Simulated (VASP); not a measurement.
B, 1 atom in the cell. It takes space group Pm-3m (No. 221, cubic). The conventional cell has a = 1.729 Å, b = 1.729 Å, c = 1.729 Å, α = 90.00°, β = 90.00°, γ = 90.00°. B (site symmetry m-3m) has 6 B at 1.73 Å within 2.3 Å.  This cell differs from its parent crystal: volume scaled by 0.78.

```yaml
Program: VASP 6.6.1
Task: density of states
Functional: PBEsol
Potentials_or_basis: VASP PAW PBE potentials, release 64 (B)
Cutoff: 420 eV
k_mesh: 20 × 20 × 20
Occupations: fermi-dirac, width 0.05 eV
Spin: no spin polarisation
Dipole_correction: no
k_mesh_for_the_DOS: 30 × 30 × 30
Occupations_for_the_DOS: tetrahedron
Further_INCAR_settings: ALGO = Normal; EDIFF = 1e-06; NBANDS = 8
```

Potentials or basis: VASP PAW PBE potentials, release 64 (B).

Command:

```console
$ cat potpaw_PBE.64/B/POTCAR > POTCAR
$ cp INCAR.step1 INCAR
$ cp KPOINTS.step1 KPOINTS
$ mpirun -np 1 vasp_std > vasp.out
$ cp INCAR.step2 INCAR
$ cp KPOINTS.step2 KPOINTS
$ mpirun -np 1 vasp_std > vasp.out
```

Hardware: 1 thread of Intel Xeon 6975P-C, with other jobs on the host.

Task: Estimate the wall time of this run.

Result: Run time: 20 s on 1 thread of Intel Xeon 6975P-C, on a shared host, peak memory 0.14 GiB. Counts: k points 816.
